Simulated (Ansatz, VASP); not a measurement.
Given: the input of a run of Ansatz 0.2.0 on HfIn4SiO6.

File input.yaml:

```yaml
crystal:
  lattice:
    - [5.2420099395, 0.0, 0.0]
    - [-2.6210099362, 4.5397153174, 0.0]
    - [0.0, 0.0, 10.4881817573]
  atoms:
    - { symbol: Hf, position: [0.66667, 0.33333, 0.0] }
    - { symbol: In, position: [0.0, 0.0, 0.30446] }
    - { symbol: In, position: [0.0, 0.0, 0.69554] }
    - { symbol: In, position: [0.33333, 0.66667, 0.78919] }
    - { symbol: In, position: [0.33333, 0.66667, 0.21081] }
    - { symbol: Si, position: [0.0, 0.0, 0.0] }
    - { symbol: O, position: [0.973, 0.70496, 0.89972] }
    - { symbol: O, position: [0.29504, 0.027, 0.10028] }
    - { symbol: O, position: [0.29504, 0.26804, 0.89972] }
    - { symbol: O, position: [0.73196, 0.70496, 0.10028] }
    - { symbol: O, position: [0.73196, 0.027, 0.89972] }
    - { symbol: O, position: [0.973, 0.26804, 0.10028] }
kpoints:
  mp_grid: { grid: [4, 4, 2] }
scf:
  occupations: { method: fermi_dirac, width: 0.05 }
hamiltonian:
  xc: pbe
  pseudopotentials: { kind: all_electron, lapw: { basis_error: 0.003 } }
output:
  forces: true
  stress: true
  eigenvalues: true
```

Potentials or basis: all-electron LAPW, scalar-relativistic.

Command:

```bash
$ ansatz run input.yaml --threads 8 --pin off --max-ram 24576MiB --backend cpu --events-out ev --progress --plain --runs-dir out
```

Question: Translate it to VASP 6.6.1. Potentials there: VASP PAW PBE potentials, release 64 (Hf_pv, In_d, Si, O).

Answer: As run (the cutoff follows the program's own potentials):

The input INCAR:

```
PREC = Accurate
ENCUT = 520
EDIFF = 1E-6
ISMEAR = -1
SIGMA = 0.05
LREAL = F
LASPH = T
NELM = 80
ALGO = Normal
ISIF = 2
LWAVE = F
LCHARG = F
GGA = PE
NBANDS = 63
```

Contents of KPOINTS:

```
regular mesh
0
Gamma
  4 4 2
```

Contents of POSCAR:

```
HfIn4SiO6
1.0
    5.2420099395      0.0000000000      0.0000000000
   -2.6210099362      4.5397153174      0.0000000000
    0.0000000000      0.0000000000     10.4881817573
Hf In Si O
1 4 1 6
Direct
    0.6666700000      0.3333300000      0.0000000000
    0.0000000000      0.0000000000      0.3044600000
    0.0000000000      0.0000000000      0.6955400000
    0.3333300000      0.6666700000      0.7891900000
    0.3333300000      0.6666700000      0.2108100000
    0.0000000000      0.0000000000      0.0000000000
    0.9730000000      0.7049600000      0.8997200000
    0.2950400000      0.0270000000      0.1002800000
    0.2950400000      0.2680400000      0.8997200000
    0.7319600000      0.7049600000      0.1002800000
    0.7319600000      0.0270000000      0.8997200000
    0.9730000000      0.2680400000      0.1002800000
```

Potentials or basis: VASP PAW PBE potentials, release 64 (Hf_pv, In_d, Si, O).

Launch:

```bash
$ cat potpaw_PBE.64/Hf_pv/POTCAR potpaw_PBE.64/In_d/POTCAR potpaw_PBE.64/Si/POTCAR potpaw_PBE.64/O/POTCAR > POTCAR
$ mpirun -np 1 vasp_std > vasp.out
```

Both were run:

|  | VASP | Ansatz | Ansatz less VASP |
| --- | --- | --- | --- |
| gap on the k mesh at the Fermi level (eV) | 0.25 | 0.25 | +0.004 |
| least direct gap on the mesh (eV) | 1.64 | 1.66 | +0.021 |
| pressure (GPa) | 1.4 | 1.8 | +0.39 |
| traceless stress, the component that is largest in VASP (GPa) | 0.12 | -0.03 | -0.149 |
| rms of the force components (eV/Å) | 0.087 | 0.088 | +0.0010 |

Atom by atom the forces differ by 0.063 eV/Å (rms over components). Ansatz ran all-electron here, and VASP with PAW potentials.

Neither program's run includes spin-orbit coupling.
